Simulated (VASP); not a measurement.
# Y4N (Pm-3m) in VASP: further runs, part 2 of 2

VASP 6.6.1. Earlier steps stand in the parts before.

### Step 3. Single point, PBE

This run uses another cell than the first one, of 24.68 Å³/atom.

The input, INCAR:

```
PREC = Accurate ; ENCUT = 520
EDIFF = 1E-7 ; ISMEAR = 0
SIGMA = 0.1 ; LREAL = F
LASPH = T ; NELM = 80
ALGO = Normal ; ISIF = 2
LWAVE = F ; LCHARG = F
GGA = PE ; NBANDS = 32
```

The input, KPOINTS:

```
regular mesh
0
Gamma
  4 4 4
```

The input, POSCAR:

```
Y4N
1.0
    4.9782778570      0.0000000000      0.0000000000
    0.0000000000      4.9782778570      0.0000000000
    0.0000000000      0.0000000000      4.9782778570
Y N
4 1
Direct
    0.0000000000      0.0000000000      0.0000000000
    0.5000000000      0.5000000000      0.0000000000
    0.5000000000      0.0000000000      0.5000000000
    0.0000000000      0.5000000000      0.5000000000
    0.5000000000      0.5000000000      0.5000000000
```

Potentials or basis: VASP PAW PBE potentials, release 64 (Y_sv, N).

Launch:

```sh
> cat potpaw_PBE.64/Y_sv/POTCAR potpaw_PBE.64/N/POTCAR > POTCAR
> mpirun -np 1 vasp_std > vasp.out
```

OUTCAR:

```text
PREC = Accurate
   ENCUT = 520
   EDIFF = 1E-7
   ISMEAR = 0
   LREAL = F
   LASPH = T
   NELM = 80
   ISIF = 2
   GGA = PE

 ion  position               nearest neighbor table
   1  0.000  0.000  0.000-   2 3.52   3 3.52   4 3.52   3 3.52   4 3.52   2 3.52   4 3.52   4 3.52
                             2 3.52   3 3.52   3 3.52   2 3.52
   2  0.500  0.500  0.000-   5 2.49   5 2.49   4 3.52   1 3.52   3 3.52   4 3.52   3 3.52   1 3.52
                             3 3.52   3 3.52   1 3.52   4 3.52   4 3.52   1 3.52
   3  0.500  0.000  0.500-   5 2.49   5 2.49   4 3.52   1 3.52   1 3.52   2 3.52   2 3.52   4 3.52
                             2 3.52   2 3.52   1 3.52   4 3.52   1 3.52   4 3.52
   4  0.000  0.500  0.500-   5 2.49   5 2.49   3 3.52   1 3.52   1 3.52   2 3.52   1 3.52   3 3.52
                             1 3.52   2 3.52   3 3.52   2 3.52   2 3.52   3 3.52
   5  0.500  0.500  0.500-   2 2.49   3 2.49   4 2.49   2 2.49   3 2.49   4 2.49

  LATTYP: Found a simple cubic cell.
 ALAT       =     4.9782778570

  Lattice vectors:

 A1 = (   4.9782778570,   0.0000000000,   0.0000000000)
 A2 = (   0.0000000000,   4.9782778570,   0.0000000000)
 A3 = (   0.0000000000,   0.0000000000,   4.9782778570)

Analysis of symmetry for initial positions (statically):
=====================================================================
 Subroutine PRICEL returns:
 Original cell was already a primitive cell.

 Routine SETGRP: Setting up the symmetry group for a
 simple cubic supercell.

 Subroutine GETGRP returns: Found 48 space group operations
 (whereof 48 operations were pure point group operations)
 out of a pool of 48 trial point group operations.

The static configuration has the point symmetry O_h .

Analysis of symmetry for dynamics (positions and initial velocities):
=====================================================================
 Subroutine PRICEL returns:
 Original cell was already a primitive cell.

 Routine SETGRP: Setting up the symmetry group for a
 simple cubic supercell.

 Subroutine GETGRP returns: Found 48 space group operations
 (whereof 48 operations were pure point group operations)
 out of a pool of 48 trial point group operations.

The dynamic configuration has the point symmetry O_h .

 Subroutine INISYM returns: Found 48 space group operations
 (whereof 48 operations are pure point group operations),
 and found     1 'primitive' translations

----------------------------------------------------------------------------------------

                                     Primitive cell

  volume of cell :     123.3779

  direct lattice vectors                    reciprocal lattice vectors
     4.978277857  0.000000000  0.000000000     0.200872677  0.000000000  0.000000000
     0.000000000  4.978277857  0.000000000     0.000000000  0.200872677  0.000000000
     0.000000000  0.000000000  4.978277857     0.000000000  0.000000000  0.200872677

  length of vectors
     4.978277857  4.978277857  4.978277857     0.200872677  0.200872677  0.200872677

  position of ions in fractional coordinates (direct lattice)
     0.000000000  0.000000000  0.000000000
     0.500000000  0.500000000  0.000000000
     0.500000000  0.000000000  0.500000000
     0.000000000  0.500000000  0.500000000
[... 39 lines left out ...]
  0.250000  0.000000  0.000000      6.000000
  0.500000  0.000000  0.000000      3.000000
  0.250000  0.250000  0.000000     12.000000
  0.500000  0.250000  0.000000     12.000000
  0.500000  0.500000  0.000000      3.000000
  0.250000  0.250000  0.250000      8.000000
  0.500000  0.250000  0.250000     12.000000
  0.500000  0.500000  0.250000      6.000000
  0.500000  0.500000  0.500000      1.000000
   k-points           NKPTS =     10   k-points in BZ     NKDIM =     10   number of bands    NBANDS=     32
   number of dos      NEDOS =    301   number of ions     NIONS =      5
   total plane-waves  NPLWV =  64000
   dimension x,y,z NGX =    40 NGY =   40 NGZ =   40
   dimension x,y,z NGXF=    80 NGYF=   80 NGZF=   80
   ions per type =               4   1
   NGX,Y,Z   is equivalent  to a cutoff of  13.36, 13.36, 13.36 a.u.
   NGXF,Y,Z  is equivalent  to a cutoff of  26.72, 26.72, 26.72 a.u.
 SYSTEM =  unknown system
   PREC   = accura    normal or accurate (medium, high low for compatibility)
   ISTART =      0    job   : 0-new  1-cont  2-samecut
   ICHARG =      2    charge: 1-file 2-atom 10-const
   ISPIN  =      1    spin polarized calculation?
   LNONCOLLINEAR =      F non collinear calculations
   LSORBIT =      F    spin-orbit coupling
   LASPH  =      T    aspherical Exc in radial PAW
   ENCUT  =  520.0 eV  38.22 Ry    6.18 a.u.   9.26  9.26  9.26*2*pi/ulx,y,z
   NELM   =     80;   NELMIN=  2; NELMDL= -5     # of ELM steps
   EDIFF  = 0.1E-06   stopping-criterion for ELM
   LREAL  =      F    real-space projection
   EDIFFG = 0.1E-05   stopping-criterion for IOM
   NSW    =      0    number of steps for IOM
   IBRION =     -1    ionic relax: 0-MD 1-quasi-New 2-CG
   NFREE  =      0    steps in history (QN), initial steepest desc. (CG)
   ISIF   =      2    stress and relaxation
   ISYM   =      2    0-nonsym 1-usesym 2-fastsym
   POTIM  = 0.5000    time-step for ionic-motion
   TEBEG  =    0.0;   TEEND  =   0.0 temperature during run
   PSTRESS=    0.0 pullay stress
   NELECT =      49.0000    total number of electrons
   NUPDOWN=      -1.0000    fix difference up-down
   EMIN   =  10.00;   EMAX   =-10.00  energy-range for DOS
   EFERMI =   0.00;   METHOD = LEGACY
   ISMEAR =     0;   SIGMA  =   0.10  broadening in eV -4-tet -1-fermi 0-gaus
   EFERMI_NEDOS =   21; number of points for ismear=-14 and -15
   IALGO  =     38    algorithm
   IMIX   =      4    mixing-type and parameters
     AMIX     =   0.40;   BMIX     =  1.00
     AMIX_MAG =   1.60;   BMIX_MAG =  1.00
  volume/ion in A,a.u.               =      24.68       166.52
  Fermi-wavevector in a.u.,A,eV,Ry     =   1.203357  2.274014 19.702153  1.448067
  Thomas-Fermi vector in A             =   2.339112
   LORBIT       =      0    0 simple, 1 ext, 2 COOP (PROOUT), +10 PAW based schemes
   GGA     = PE    functional components
   LHFCALC =     F    Hartree Fock is set to
   AEXX    =    0.0000 exact exchange contribution
   IVDW    =     0    specifies the selected vdW correction
   LEPSILON=     F    determine dielectric tensor
   LRPA    =     F    only Hartree local field effects (RPA)
 non-spin polarized calculation
 Gauss-broadening in eV      SIGMA  =   0.10
  energy-cutoff  :      520.00
  volume of cell :      123.38
 maximum number of plane-waves:      3362
 NGX is ok and might be reduce to    40
   NGX = 19   NGY = 19   NGZ = 19

 number of electron      49.0000001 magnetization

 Free energy of the ion-electron system (eV)
  ---------------------------------------------------
  ext. energy  EPLUGINS =         0.00000000
  ---------------------------------------------------
  free energy    TOTEN  =       -36.72630323 eV

  energy without entropy =      -36.70173263  energy(sigma->0) =      -36.71401793

 E-fermi :   3.7618     XC(G=0): -10.0047

 val. band max:        3.7396972796   @ k =   0.2500   0.2500   0.2500
 cond. band min:       3.8745241388   @ k =   0.5000   0.0000   0.0000
 fundamental gap:      0.1348268592
 Fermi energy:         3.7618278797

 k-point     1 :       0.0000    0.0000    0.0000
  band No.  band energies     occupation
      1     -38.8006      2.00000
      2     -38.5726      2.00000
      3     -38.4967      2.00000
      4     -38.4967      2.00000
      5     -19.0225      2.00000
      6     -19.0225      2.00000
[... 339 lines left out ...]
     31       5.5376      0.00000
     32       5.5376      0.00000

------------------------ aborting loop because EDIFF is reached ----------------------------------------

  FORCE on cell =-STRESS in cart. coord.  units (eV):
  Direction    XX          YY          ZZ          XY          YZ          ZX
  --------------------------------------------------------------------------------------
  -------------------------------------------------------------------------------------
  Total        0.0395643      0.0395643      0.0395643     -0.0000000      0.0000000     -0.0000000
  in kB        0.5137798      0.5137798      0.5137798     -0.0000000      0.0000000     -0.0000000
  external PRESSURE =       0.5137798 kB  Pullay stress =       0.0000000 kB

 VOLUME and BASIS-vectors are now :
 -----------------------------------------------------------------------------
  energy-cutoff  :      520.00
  volume of cell :      123.38
      direct lattice vectors                 reciprocal lattice vectors
     4.978277857  0.000000000  0.000000000     0.200872677  0.000000000  0.000000000
     0.000000000  4.978277857  0.000000000     0.000000000  0.200872677  0.000000000
     0.000000000  0.000000000  4.978277857     0.000000000  0.000000000  0.200872677

 POSITION                                       TOTAL-FORCE (eV/Angst)
 -----------------------------------------------------------------------------------
      0.00000      0.00000      0.00000         0.000000      0.000000      0.000000
      2.48914      2.48914      0.00000         0.000000      0.000000      0.000000
      2.48914      0.00000      2.48914         0.000000      0.000000      0.000000
      0.00000      2.48914      2.48914         0.000000      0.000000      0.000000
      2.48914      2.48914      2.48914         0.000000      0.000000      0.000000
 -----------------------------------------------------------------------------------
    total drift:                                0.000000     -0.000000     -0.000000

  FREE ENERGIE OF THE ION-ELECTRON SYSTEM (eV)
  ---------------------------------------------------
  free  energy   TOTEN  =       -36.7263032319 eV

  energy  without entropy=      -36.7017326275  energy(sigma->0) =      -36.71401793
```

OSZICAR:

```text
N       E                     dE             d eps       ncg     rms          rms(c)
DAV:   1     0.275073341472E+03    0.27507E+03   -0.24608E+04   640   0.149E+03
DAV:   2    -0.119116675725E+02   -0.28699E+03   -0.27521E+03   728   0.354E+02
DAV:   3    -0.403240099610E+02   -0.28412E+02   -0.27514E+02  1048   0.708E+01
DAV:   4    -0.418961072280E+02   -0.15721E+01   -0.15637E+01   944   0.164E+01
DAV:   5    -0.419441664493E+02   -0.48059E-01   -0.48052E-01   920   0.257E+00    0.447E+01
DAV:   6    -0.372261319758E+02    0.47180E+01   -0.37806E+01   728   0.189E+01    0.414E+01
DAV:   7    -0.367711451937E+02    0.45499E+00   -0.38473E+00   776   0.711E+00    0.262E+01
DAV:   8    -0.367338343343E+02    0.37311E-01   -0.77309E-01   728   0.460E+00    0.276E+00
DAV:   9    -0.367270256226E+02    0.68087E-02   -0.13626E-01   848   0.155E+00    0.112E+00
DAV:  10    -0.367263643350E+02    0.66129E-03   -0.10110E-02   776   0.572E-01    0.449E-01
DAV:  11    -0.367263029174E+02    0.61418E-04   -0.17998E-03   824   0.267E-01    0.188E-01
DAV:  12    -0.367263058179E+02   -0.29005E-05   -0.32367E-04   768   0.112E-01    0.826E-02
DAV:  13    -0.367263012695E+02    0.45484E-05   -0.11011E-04   960   0.614E-02    0.307E-02
DAV:  14    -0.367263055721E+02   -0.43026E-05   -0.33868E-05   776   0.333E-02    0.164E-02
DAV:  15    -0.367263041172E+02    0.14549E-05   -0.47620E-06   784   0.117E-02    0.101E-02
DAV:  16    -0.367263032628E+02    0.85436E-06   -0.12824E-06   760   0.521E-03    0.311E-03
DAV:  17    -0.367263032319E+02    0.30892E-07   -0.88958E-08   408   0.152E-03
   1 F= -.36726303E+02 E0= -.36714018E+02  d E =-.245706E-01
```

It took 82 s on 1 thread of Intel Xeon Platinum 8259CL at 2.50GHz (Skylake/Cascade Lake), shared host; peak memory 0.26 GiB.

Results:

```yaml
Free_energy: -36.7263 eV
Pressure: 0.1 GPa
Band_gap_on_the_k_mesh: zero (an odd number of electrons rules out a gap without spin polarisation)
```

### Step 4. Single point, PBE

This run uses another cell than the first one, of 24.68 Å³/atom.

The input, INCAR:

```
  PREC = Accurate
  ENCUT = 520
  EDIFF = 1E-6
  ISMEAR = 0
  SIGMA = 0.1
  LREAL = F
  LASPH = T
  NELM = 100
  ALGO = Normal
  ISIF = 2
  LWAVE = F
  LCHARG = F
  GGA = PE
  NBANDS = 32
```

The input, KPOINTS:

```
Automatic mesh
0
Gamma
  8 8 8
```

POSCAR is that of step 3.

Launch:

```sh
> cat potpaw_PBE.64/Y_sv/POTCAR potpaw_PBE.64/N/POTCAR > POTCAR
> mpirun -np 1 vasp_std > vasp.out
```

It took 2.7 min on 1 thread of Intel Xeon Platinum 8259CL at 2.50GHz (Skylake/Cascade Lake), shared host; peak memory 0.31 GiB.

Results (log left out):

| Property | Result |
| --- | --- |
| Free energy | -36.7114 eV |
| Pressure | -0.1 GPa |
| Band gap on the k mesh | zero (an odd number of electrons rules out a gap without spin polarisation) |

Levels at points of the mesh, in eV from the Fermi level:
```tsv
k point	band 21	band 22	band 23	band 24	band 25	band 26	band 27	band 28
(0.00, 0.00, 0.00)	-1.85	-1.85	-1.85	-0.94	-0.94	-0.94	1.88	1.88
(0.50, 0.00, 0.00)	-2.27	-2.09	-0.83	0.12	0.21	0.33	0.33	1.37
(0.50, 0.50, 0.00)	-1.58	-0.71	-0.71	-0.55	0.36	0.36	0.37	0.59
(0.50, 0.50, 0.50)	-2.05	-0.57	-0.57	-0.57	0.77	0.77	0.77	1.63
```

### Step 5. Overview

```csv
cell,k mesh,gap on the mesh (eV),pressure (GPa)
"a = 4.747 Å, 5 atoms",4 × 4 × 4,none,12.1
"a = 4.978 Å, 5 atoms",4 × 4 × 4,none,0.1
"a = 4.978 Å, 5 atoms",8 × 8 × 8,none,-0.1
```

Alike in all rows: task single point; level PBE; potentials or basis VASP PAW PBE potentials, release 64 (Y_sv, N); no spin polarisation; cutoff (eV) 520; smearing gaussian 0.1 eV.

Caveats: the cell stands under pressure (at least some runs).

Total energies depend on the potentials used, so only differences within one code and one set of settings carry meaning.
